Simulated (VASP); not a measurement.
Wanted: the native input for a VASP 6.6.1 run.

```yaml
Task: electric field gradients
Functional: PBE
Potentials_or_basis: VASP PAW PBE potentials, release 64 (Cu, I)
Cutoff: 520 eV
k_mesh: 9 × 9 × 9
Occupations: fermi-dirac, width 0.03 eV
Spin: no spin polarisation
Dipole_correction: no
Further_INCAR_settings: ALGO = Normal; EDIFF = 1e-08; NBANDS = 16
```

The structure of CuI lies in POSCAR:

```
CuI
1.0
    0.0000000000      3.0315000000      3.0315000000
    3.0315000000      0.0000000000      3.0315000000
    3.0315000000      3.0315000000      0.0000000000
Cu I
1 1
Direct
    0.7500000000      0.7500000000      0.7500000000
    0.0000000000      0.0000000000      0.0000000000
```

One way to write it, as run:

INCAR

```
PREC = Accurate ; ENCUT = 520
EDIFF = 1E-8 ; ISMEAR = -1
SIGMA = 0.03 ; LREAL = F
LASPH = T ; NELM = 100
ALGO = Normal ; ISIF = 2
LWAVE = F ; LCHARG = F
GGA = PE ; LEFG = T
NBANDS = 16
```

KPOINTS

```
Automatic mesh
0
Gamma
  9 9 9
```

Potentials or basis: VASP PAW PBE potentials, release 64 (Cu, I).

Launch:

```console
$ cat potpaw_PBE.64/Cu/POTCAR potpaw_PBE.64/I/POTCAR > POTCAR
$ mpirun -np 1 vasp_std > vasp.out
```

It gave:

```yaml
Pressure: 0.4 GPa
Band_gap_on_the_k_mesh: 1.14 eV, direct
```

Caveat: without QUAD_EFG the Cq values of the log hold for a quadrupole moment of 1 mb, not for the nuclei; spin-orbit coupling is left out, which moves the levels of the heavy elements.

Wall time 77 s on 1 thread of AMD EPYC 7R13, on a shared host, peak memory 0.16 GiB.
